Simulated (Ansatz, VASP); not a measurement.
## Two plane-wave programs on BN

```
B N
1.0
     3.62600    0.00000    0.00000
     0.00000   -3.62600    0.00000
     0.00000    0.00000   -3.62600
B N
4 4
Cartesian
  0.0000 -1.8130 -1.8130
  1.8130 0.0000 -1.8130
  1.8130 -1.8130 0.0000
  0.0000 0.0000 0.0000
  2.7195 -2.7195 -2.8195
  0.9065 -0.9065 -2.7195
  0.9065 -2.7195 -0.9065
  2.7195 -0.9065 -0.9065
```

Alike in both runs: task single point; functional r2SCAN; k mesh 6 × 6 × 6; occupations gaussian, width 0.05 eV; no spin polarisation.

|  | VASP | Ansatz |
| --- | --- | --- |
| version | VASP 6.6.1 | Ansatz 0.2.0 |
| potentials or method | VASP PAW PBE potentials, release 64 (B, N), cutoff 520 eV | scalar-relativistic, plane waves, PAW |
| valence electrons in the cell | 32 | 32 |

```csv
,VASP,Ansatz,Ansatz less VASP
gap on the k mesh at the Fermi level (eV),4.70,4.72,+0.019
least direct gap on the mesh (eV),4.70,4.72,+0.019
pressure (GPa),-3.2,-4.2,-1.05
"traceless stress, the component that is largest in VASP (GPa)",-0.56,-0.56,+0.008
rms of the force components (eV/Å),0.800,0.798,-0.0027
```

VASP's potentials were made for PBE, not for r2SCAN. Atom by atom the forces differ by 0.004 eV/Å (rms over components). With one functional, cell and mesh, what is left measures potentials, basis and numerics.
